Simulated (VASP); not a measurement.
# C (Im-3m) in VASP: a series of runs

The runs below take C through single point, with PBE.

All numbers are computed with VASP 6.6.1; they aren't measurements. Logs are shortened: lines on timing, memory, paths and dates and some standing lists are left out, and cuts for length are marked.

## (1) The cell of the first run

It takes space group Im-3m (No. 229, cubic). Conventional cell: a = 1.945 Å, b = 1.945 Å, c = 1.945 Å, α = 90.00°, β = 90.00°, γ = 90.00°. C (site symmetry m-3m) has 14 C at 1.68 to 1.95 Å within 2.2 Å.

## (2) Single point, PBE (volume scaled by 0.55)

File INCAR:

```
SYSTEM = C
ALGO = Normal
EDIFF = 1E-6
ENCUT = 520
GGA = PE
ISIF = 2
ISMEAR = -1
LASPH = .TRUE.
LCHARG = .TRUE.
LELF = .TRUE.
LREAL = .FALSE.
LVHAR = .TRUE.
LWAVE = .FALSE.
NBANDS = 8
NELM = 80
PREC = Accurate
SIGMA = 0.1
```

File KPOINTS:

```
k-points
0
G
  25 25 25
  0 0 0
```

File POSCAR:

```
C
1.0
   -0.9725785800      0.9725785800      0.9725785800
    0.9725785800     -0.9725785800      0.9725785800
    0.9725785800      0.9725785800     -0.9725785800
C
1
Direct
    0.0000000000      0.0000000000      0.0000000000
```

Potentials or basis: VASP PAW PBE potentials, release 64 (C).

Launch:

```sh
$ cat potpaw_PBE.64/C/POTCAR > POTCAR
$ mpirun -np 1 vasp_std > vasp.out
```

OUTCAR:

```text
SYSTEM = C
   EDIFF = 1E-6
   ENCUT = 520
   GGA = PE
   ISIF = 2
   ISMEAR = -1
   LASPH = .TRUE.
   LREAL = .FALSE.
   NELM = 80
   PREC = Accurate

 ion  position               nearest neighbor table
   1  0.000  0.000  0.000-

  LATTYP: Found a body centered cubic cell.
 ALAT       =     1.9451571600

  Lattice vectors:

 A1 = (  -0.9725785800,   0.9725785800,   0.9725785800)
 A2 = (   0.9725785800,  -0.9725785800,   0.9725785800)
 A3 = (   0.9725785800,   0.9725785800,  -0.9725785800)

Analysis of symmetry for initial positions (statically):
=====================================================================
 Subroutine PRICEL returns:
 Original cell was already a primitive cell.

 Routine SETGRP: Setting up the symmetry group for a
 body centered cubic supercell.

 Subroutine GETGRP returns: Found 48 space group operations
 (whereof 48 operations were pure point group operations)
 out of a pool of 48 trial point group operations.

The static configuration has the point symmetry O_h .

Analysis of symmetry for dynamics (positions and initial velocities):
=====================================================================
 Subroutine PRICEL returns:
 Original cell was already a primitive cell.

 Routine SETGRP: Setting up the symmetry group for a
 body centered cubic supercell.

 Subroutine GETGRP returns: Found 48 space group operations
 (whereof 48 operations were pure point group operations)
 out of a pool of 48 trial point group operations.

The dynamic configuration has the point symmetry O_h .

 Subroutine INISYM returns: Found 48 space group operations
 (whereof 48 operations are pure point group operations),
 and found     1 'primitive' translations

----------------------------------------------------------------------------------------

                                     Primitive cell

  volume of cell :       3.6799

  direct lattice vectors                    reciprocal lattice vectors
    -0.972578580  0.972578580  0.972578580     0.000000000  0.514097277  0.514097277
     0.972578580 -0.972578580  0.972578580     0.514097277  0.000000000  0.514097277
     0.972578580  0.972578580 -0.972578580     0.514097277  0.514097277  0.000000000

  length of vectors
     1.684555515  1.684555515  1.684555515     0.727043342  0.727043342  0.727043342

  position of ions in fractional coordinates (direct lattice)
     0.000000000  0.000000000  0.000000000

  ion indices of the primitive-cell ions
   primitive index   ion index
                 1           1

----------------------------------------------------------------------------------------

 KPOINTS: k-points

Automatic generation of k-mesh.
 Grid dimensions read from file:
 generate k-points for:   25   25   25

 Generating k-lattice:

  Cartesian coordinates                     Fractional coordinates (reciprocal lattice)
     0.000000000  0.020563891  0.020563891     0.040000000  0.000000000  0.000000000
     0.020563891  0.000000000  0.020563891     0.000000000  0.040000000  0.000000000
     0.020563891  0.020563891  0.000000000     0.000000000  0.000000000  0.040000000

  Length of vectors
     0.029081734  0.029081734  0.029081734

  Shift w.r.t. Gamma in fractional coordinates (k-lattice)
     0.000000000  0.000000000  0.000000000

 Subroutine IBZKPT returns following result:
 ===========================================

 Found    455 irreducible k-points:

 Following reciprocal coordinates:
            Coordinates               Weight
  0.000000  0.000000  0.000000      1.000000
  0.040000  0.000000  0.000000     12.000000
  0.080000  0.000000  0.000000     12.000000
  0.120000  0.000000  0.000000     12.000000
  0.160000  0.000000  0.000000     12.000000
  0.200000  0.000000  0.000000     12.000000
[... 16 lines left out ...]
  0.400000  0.040000  0.000000     48.000000
  0.440000  0.040000 -0.000000     48.000000
 [... further k-points ...]
   k-points           NKPTS =    455   k-points in BZ     NKDIM =    455   number of bands    NBANDS=      8
   number of dos      NEDOS =    301   number of ions     NIONS =      1
   total plane-waves  NPLWV =   2744
   dimension x,y,z NGX =    14 NGY =   14 NGZ =   14
   dimension x,y,z NGXF=    28 NGYF=   28 NGZF=   28
   ions per type =               1
   NGX,Y,Z   is equivalent  to a cutoff of  13.82, 13.82, 13.82 a.u.
   NGXF,Y,Z  is equivalent  to a cutoff of  27.63, 27.63, 27.63 a.u.
 SYSTEM =  C
   PREC   = accura    normal or accurate (medium, high low for compatibility)
   ISTART =      0    job   : 0-new  1-cont  2-samecut
   ICHARG =      2    charge: 1-file 2-atom 10-const
   ISPIN  =      1    spin polarized calculation?
   LNONCOLLINEAR =      F non collinear calculations
   LSORBIT =      F    spin-orbit coupling
   LASPH  =      T    aspherical Exc in radial PAW
   ENCUT  =  520.0 eV  38.22 Ry    6.18 a.u.   3.13  3.13  3.13*2*pi/ulx,y,z
   NELM   =     80;   NELMIN=  2; NELMDL= -5     # of ELM steps
   EDIFF  = 0.1E-05   stopping-criterion for ELM
   LREAL  =      F    real-space projection
   EDIFFG = 0.1E-04   stopping-criterion for IOM
   NSW    =      0    number of steps for IOM
   IBRION =     -1    ionic relax: 0-MD 1-quasi-New 2-CG
   NFREE  =      0    steps in history (QN), initial steepest desc. (CG)
   ISIF   =      2    stress and relaxation
   ISYM   =      2    0-nonsym 1-usesym 2-fastsym
   POTIM  = 0.5000    time-step for ionic-motion
   TEBEG  =    0.0;   TEEND  =   0.0 temperature during run
   PSTRESS=    0.0 pullay stress
   NELECT =       4.0000    total number of electrons
   NUPDOWN=      -1.0000    fix difference up-down
   EMIN   =  10.00;   EMAX   =-10.00  energy-range for DOS
   EFERMI =   0.00;   METHOD = LEGACY
   ISMEAR =    -1;   SIGMA  =   0.10  broadening in eV -4-tet -1-fermi 0-gaus
   EFERMI_NEDOS =   21; number of points for ismear=-14 and -15
   IALGO  =     38    algorithm
   IMIX   =      4    mixing-type and parameters
     AMIX     =   0.40;   BMIX     =  1.00
     AMIX_MAG =   1.60;   BMIX_MAG =  1.00
  volume/ion in A,a.u.               =       3.68        24.83
  Fermi-wavevector in a.u.,A,eV,Ry     =   1.683256  3.180892 38.550070  2.833350
  Thomas-Fermi vector in A             =   2.766489
   LORBIT       =      0    0 simple, 1 ext, 2 COOP (PROOUT), +10 PAW based schemes
   GGA     = PE    functional components
   LHFCALC =     F    Hartree Fock is set to
   AEXX    =    0.0000 exact exchange contribution
   IVDW    =     0    specifies the selected vdW correction
   LEPSILON=     F    determine dielectric tensor
   LRPA    =     F    only Hartree local field effects (RPA)
 non-spin polarized calculation
  energy-cutoff  :      520.00
  volume of cell :        3.68
 maximum number of plane-waves:       108
 NGX is ok and might be reduce to    14
   NGX =  7   NGY =  7   NGZ =  7

 number of electron       4.0000000 magnetization

 Free energy of the ion-electron system (eV)
  ---------------------------------------------------
  ext. energy  EPLUGINS =         0.00000000
  ---------------------------------------------------
  free energy    TOTEN  =        -2.78548988 eV

  energy without entropy =       -2.77792736  energy(sigma->0) =       -2.78170862

 E-fermi :  19.1582     XC(G=0): -16.2018

 val. band max:       19.1480483617   @ k =   0.2800   0.0400   0.0400
 cond. band min:      19.1983533521   @ k =   0.2400   0.2400   0.0000
 fundamental gap:      0.0503049905
 Fermi energy:        19.1582108543

 k-point     1 :       0.0000    0.0000    0.0000
  band No.  band energies     occupation
      1     -10.7697      2.00000
      2      35.2007      0.00000
      3      35.2007      0.00000
      4      35.2007      0.00000
      5      63.6261      0.00000
      6      63.6261      0.00000
      7      63.6261      0.00000
      8      69.2966      0.00000

 k-point     2 :       0.0400    0.0000    0.0000
  band No.  band energies     occupation
      1     -10.6677      2.00000
      2      34.9087      0.00000
      3      34.9790      0.00000
      4      35.1497      0.00000
      5      62.6482      0.00000
      6      62.7091      0.00000
      7      64.0865      0.00000
      8      67.3534      0.00000

 k-point     3 :       0.0800    0.0000    0.0000
  band No.  band energies     occupation
      1     -10.3618      2.00000
      2      34.0235      0.00000
      3      34.3589      0.00000
      4      34.9985      0.00000
      5      60.0749      0.00000
      6      60.6313      0.00000
      7      65.4222      0.00000
      8      66.7860      0.00000

 k-point     4 :       0.1200    0.0000    0.0000
  band No.  band energies     occupation
      1      -9.8531      2.00000
      2      32.5248      0.00000
      3      33.4473      0.00000
      4      34.7521      0.00000
      5      57.2862      0.00000
      6      58.4364      0.00000
      7      65.7199      0.00000
      8      67.5197      0.00000

 k-point     5 :       0.1600    0.0000    0.0000
  band No.  band energies     occupation
      1      -9.1408      2.00000
      2      30.4673      0.00000
      3      32.3762      0.00000
      4      34.4259      0.00000
      5      55.0404      0.00000
      6      56.3361      0.00000
      7      65.0698      0.00000
      8      69.0366      0.00000
[... 177 lines left out ...]
 k-point    22 :       0.3600    0.0400    0.0000
  band No.  band energies     occupation
      1      -1.6752      2.00000
      2      14.5886      2.00000
      3      26.9588      0.00000
      4      31.8757      0.00000
      5      49.0745      0.00000
      6      51.3504      0.00000
      7      68.0348      0.00000
      8      74.2585      0.00000

 k-point    23 :       0.4000    0.0400    0.0000
  band No.  band energies     occupation
      1       0.1604      2.00000
      2      11.8698      2.00000
      3      26.4852      0.00000
      4      31.6063      0.00000
      5      48.4901      0.00000
      6      51.3873      0.00000
      7      69.2397      0.00000
      8      73.4516      0.00000

 k-point    24 :       0.4400    0.0400   -0.0000
  band No.  band energies     occupation
      1       1.8855      2.00000
      2       9.6043      2.00000
      3      26.1981      0.00000
      4      31.4397      0.00000
      5      48.1387      0.00000
      6      51.4382      0.00000
      7      70.2672      0.00000
      8      72.8622      0.00000

 [... further k-points ...]
[... 5 lines left out ...]
  --------------------------------------------------------------------------------------
  -------------------------------------------------------------------------------------
  Total        8.3442855      8.3442855      8.3442855      0.0000000     -0.0000000      0.0000000
  in kB     3633.0020509   3633.0020509   3633.0020509      0.0000000     -0.0000000      0.0000000
  external PRESSURE =    3633.0020509 kB  Pullay stress =       0.0000000 kB

 VOLUME and BASIS-vectors are now :
 -----------------------------------------------------------------------------
  energy-cutoff  :      520.00
  volume of cell :        3.68
      direct lattice vectors                 reciprocal lattice vectors
    -0.972578580  0.972578580  0.972578580     0.000000000  0.514097277  0.514097277
     0.972578580 -0.972578580  0.972578580     0.514097277  0.000000000  0.514097277
     0.972578580  0.972578580 -0.972578580     0.514097277  0.514097277  0.000000000

 POSITION                                       TOTAL-FORCE (eV/Angst)
 -----------------------------------------------------------------------------------
      0.00000      0.00000      0.00000         0.000000      0.000000      0.000000
 -----------------------------------------------------------------------------------
    total drift:                                0.000000      0.000000     -0.000000

  FREE ENERGIE OF THE ION-ELECTRON SYSTEM (eV)
  ---------------------------------------------------
  free  energy   TOTEN  =        -2.7854898837 eV

  energy  without entropy=       -2.7779273596  energy(sigma->0) =       -2.78170862
```

It took 6.4 s on 1 thread of Intel Xeon Platinum 8488C (Sapphire Rapids), shared host; peak memory 0.11 GiB.

Results:

```
Free energy            : -2.7855 eV
Pressure               : 363.3 GPa
Band gap on the k mesh : zero (band 2 reaches 35.20 eV, above the bottom of band 3 at 12.62 eV)
```

## (3) Single point, PBE (volume scaled by 0.65)

File INCAR:

```
SYSTEM = C
PREC = Accurate
ENCUT = 520
EDIFF = 1E-6
ISMEAR = -1
SIGMA = 0.1
LREAL = .False.
LASPH = .True.
NELM = 100
ALGO = Normal
ISIF = 2
LWAVE = .False.
LCHARG = .False.
GGA = PE
NBANDS = 8
```

File KPOINTS:

```
regular mesh
0
Gamma
  25 25 25
  0 0 0
```

File POSCAR:

```
C
1.0
   -1.0282725828      1.0282725828      1.0282725828
    1.0282725828     -1.0282725828      1.0282725828
    1.0282725828      1.0282725828     -1.0282725828
C
1
Direct
    0.0000000000      0.0000000000      0.0000000000
```

Potentials or basis: VASP PAW PBE potentials, release 64 (C).

Launch:

```sh
$ cat potpaw_PBE.64/C/POTCAR > POTCAR
$ mpirun -np 1 vasp_std > vasp.out
```

It took 4.8 s on 1 thread of Intel Xeon Platinum 8488C (Sapphire Rapids), shared host; peak memory 0.11 GiB.

Results (log left out):

- Free energy: -3.9048 eV
- Pressure: 190.4 GPa
- Band gap on the k mesh: zero (band 2 reaches 29.42 eV, above the bottom of band 3 at 10.49 eV)

Levels at points of the mesh, in eV from the Fermi level:
```csv
k point,band 1,band 2,band 3,band 4,band 5
"(0.00, 0.00, 0.00)",-26.56,13.76,13.76,13.76,40.90
```
